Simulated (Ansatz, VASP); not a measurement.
**One calculation of AlRu, two programs**

```
Al Ru
1.0
     2.97633    0.00000    0.00000
     0.00000    2.97633    0.00000
     0.00000    0.00000    5.95265
Al Ru
2 2
Direct
  0.00000 0.00000 0.99755
  0.00000 0.00000 0.50245
  0.47930 0.50000 0.25000
  0.52070 0.50000 0.75000
```

Change from the starting cell: mode 4 frozen in at -0.062 Å and mode 12 at -0.015 Å (largest displacements).

Alike in both runs: task single point; functional PBEsol; k mesh 16 × 16 × 8; occupations gaussian, width 0.15 eV; no spin polarisation.

|  | VASP | Ansatz |
| --- | --- | --- |
| version | VASP 6.6.1 | Ansatz 0.2.0 |
| potentials or method | VASP PAW PBE potentials, release 64 (Al, Ru_pv), cutoff 520 eV | scalar-relativistic, plane waves, PAW |
| valence electrons in the cell | 34 | 38 |

|  | VASP | Ansatz | Ansatz less VASP |
| --- | --- | --- | --- |
| gap on the k mesh at the Fermi level (eV) | none | none | - |
| pressure (GPa) | 0.5 | 0.4 | -0.13 |
| traceless stress, the component that is largest in VASP (GPa) | -0.13 | -0.12 | +0.004 |
| rms of the force components (eV/Å) | 0.261 | 0.258 | -0.0024 |

VASP's potentials were made for PBE, not for PBEsol, and Ansatz warns of the same on its side. Atom by atom the forces differ by 0.002 eV/Å (rms over components). A gap of «none» marks a metal or a gap that the smearing closes. VASP's potentials hold 34 valence electrons a cell and Ansatz's 38, so a difference there can come from the potentials and not from the codes.
